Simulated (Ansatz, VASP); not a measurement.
**Fe3Ge in VASP and in Ansatz**

```xyz
4
Lattice="3.5342 0.0000 0.0000 0.0000 3.5342 0.0000 0.0000 0.0000 3.5342" Properties=species:S:1:pos:R:3 pbc="T T T"
Fe    0.0000    1.7671    1.7671
Fe    1.7671    1.7671    0.0000
Fe    1.7671    0.0000    1.7671
Ge    0.0000    0.0000    0.0000
```

Change from the starting cell: volume scaled by 0.9, LAPW.

Alike in both runs: task single point; functional PBEsol; k mesh 9 × 9 × 9; occupations fermi-dirac, width 0.03 eV; collinear spin.

|  | VASP | Ansatz |
| --- | --- | --- |
| version | VASP 6.6.1 | Ansatz 0.2.0 |
| potentials or method | VASP PAW PBE potentials, release 64 (Fe, Ge_d), cutoff 520 eV | all-electron LAPW, scalar-relativistic |

Ansatz gave:

| Item | Value |
| --- | --- |
| pressure (GPa) | 9.5 |
| net moment per atom (μB) | 1.53 |
| size of the moment on the site where the two differ most (μB) | 2.09 |

Task: Which values does VASP return?

Result: Pressure (GPa): 9.8; net moment per atom (μB): 1.53; size of the moment on the site where the two differ most (μB): 2.06.

VASP's potentials were made for PBE, not for PBEsol. Site moments also hang on the region over which each program counts them. Ansatz ran all-electron here, and VASP with PAW potentials.
